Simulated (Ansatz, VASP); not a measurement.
One calculation of ZnS, two programs

Contents of POSCAR:

```
ZnS
1.0
    0.0000000000      2.5432262021      2.6940955531
    2.5432262021      0.0000000000      2.6940955531
    2.5432262021      2.5432262021      0.0000000000
Zn S
1 1
Direct
    0.2500000000      0.2500000000      0.2500000000
    0.0000000000      0.0000000000      0.0000000000
```

The input INCAR.step1:

```
PREC = Accurate
ENCUT = 520
ISMEAR = 0
SIGMA = 0.01
LREAL = F
LASPH = T
NELM = 60
NBANDS = 16
GGA = PE
ALGO = Normal
EDIFF = 1E-4
LWAVE = T
LCHARG = F
```

File INCAR.step2:

```
PREC = Accurate
ENCUT = 520
EDIFF = 1E-6
ISMEAR = 0
SIGMA = 0.01
LREAL = F
LASPH = T
NELM = 60
ALGO = Normal
ISIF = 2
LWAVE = F
LCHARG = T
METAGGA = R2SCAN
LMIXTAU = T
LELF = T
LVHAR = T
NBANDS = 16
ISTART = 1
```

The input KPOINTS:

```
Automatic mesh
0
Gamma
  8 8 8
```

Input for Ansatz:

```yaml
crystal:
  lattice:
    - [0.0, 2.5432262021, 2.6940955531]
    - [2.5432262021, 0.0, 2.6940955531]
    - [2.5432262021, 2.5432262021, 0.0]
  atoms:
    - { symbol: Zn, position: [0.25, 0.25, 0.25] }
    - { symbol: S, position: [0.0, 0.0, 0.0] }
kpoints:
  mp_grid: { grid: [8, 8, 8] }
  band_path:
    path:
      - [0.0, 0.0, 0.0]
      - [-0.5, -0.5, 0.0]
      - [-0.375, -0.375, 0.25]
      - [-0.375, 0.0, 0.375]
      - [0.0, 0.0, 0.5]
      - [-0.5, -0.25, 0.25]
    npoints: 1
hamiltonian:
  xc: r2scan
scf:
  occupations: { method: fixed }
  n_extra_bands: 4
output:
  forces: true
  stress: true
  eigenvalues: true
```

Change from the starting cell: biaxial_xy strain -5.6%.

Alike in both runs: task single point; functional r2SCAN; k mesh 8 × 8 × 8; no spin polarisation.

|  | VASP | Ansatz |
| --- | --- | --- |
| version | VASP 6.6.1 | Ansatz 0.2.0 |
| potentials or method | VASP PAW PBE potentials, release 64 (Zn, S) | plane waves, PAW |
| plane-wave cutoff (eV) | 520 | 500 |
| occupations | gaussian, width 0.01 eV | fixed |
| valence electrons in the cell | 18 | 18 |

Ansatz gave:

| Property | Result |
| --- | --- |
| gap on the k mesh at the Fermi level (eV) | 3.16 |
| pressure (GPa) | 11.6 |
| traceless stress, the component that is largest in VASP (GPa) | -1.67 |

**Question.** Estimate VASP's values.

**Answer.** gap on the k mesh at the Fermi level (eV): 3.18; pressure (GPa): 11.7; traceless stress, the component that is largest in VASP (GPa): -1.66.

VASP's potentials were made for PBE, not for r2SCAN.
